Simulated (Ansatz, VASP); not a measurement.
# Two plane-wave programs on SrO

The input INCAR:

```
ALGO = Normal
EDIFF = 1E-6
ENCUT = 520
GGA = PE
ISIF = 2
ISMEAR = 0
LASPH = T
LCHARG = T
LELF = T
LREAL = F
LVHAR = T
LWAVE = F
NBANDS = 15
NELM = 80
PREC = Accurate
SIGMA = 0.05
```

KPOINTS

```
k-points
0
Gamma
  8 8 8
```

POSCAR

```
SrO
1.0
    0.0064245000      2.5698000000      2.5698000000
    2.5762245000      0.0000000000      2.5762245000
    2.5698000000      2.5698000000      0.0064245000
Sr O
1 1
Direct
    0.0000000000      0.0000000000      0.0000000000
    0.5000000000      0.5000000000      0.5000000000
```

Input for Ansatz:

```yaml
crystal:
  lattice:
    - [0.0064245, 2.5698, 2.5698]
    - [2.5762245, 0.0, 2.5762245]
    - [2.5698, 2.5698, 0.0064245]
  atoms:
    - { symbol: Sr, position: [0.0, 0.0, 0.0] }
    - { symbol: O, position: [0.5, 0.5, 0.5] }
basis:
  ecutwfc: 420
kpoints:
  mp_grid: { grid: [8, 8, 8] }
hamiltonian:
  xc: pbe
scf:
  occupations: { method: gaussian, width: 0.05 }
output:
  forces: true
  stress: true
  eigenvalues: true
```

Change from the starting cell: strain +0.0050 x Voigt [0, 0, 0, 0, 1, 0], atoms carried along.

Alike in both runs: task single point; functional PBE; k mesh 8 × 8 × 8; occupations gaussian, width 0.05 eV; no spin polarisation.

|  | VASP | Ansatz |
| --- | --- | --- |
| version | VASP 6.6.1 | Ansatz 0.2.0 |
| potentials or method | VASP PAW PBE potentials, release 64 (Sr_sv, O), cutoff 520 eV | scalar-relativistic, plane waves, PAW |
| valence electrons in the cell | 16 | 16 |

Ansatz gave:

| Quantity | Value |
| --- | --- |
| gap on the k mesh at the Fermi level (eV) | 3.31 |
| least direct gap on the mesh (eV) | 3.38 |
| pressure (GPa) | 2.9 |
| traceless stress, the component that is largest in VASP (GPa) | -0.27 |

Question: What did VASP give for the same quantities?

Answer: gap on the k mesh at the Fermi level (eV): 3.26; least direct gap on the mesh (eV): 3.34; pressure (GPa): 3.5; traceless stress, the component that is largest in VASP (GPa): -0.27.

With one functional, cell and mesh, what is left measures potentials, basis and numerics.
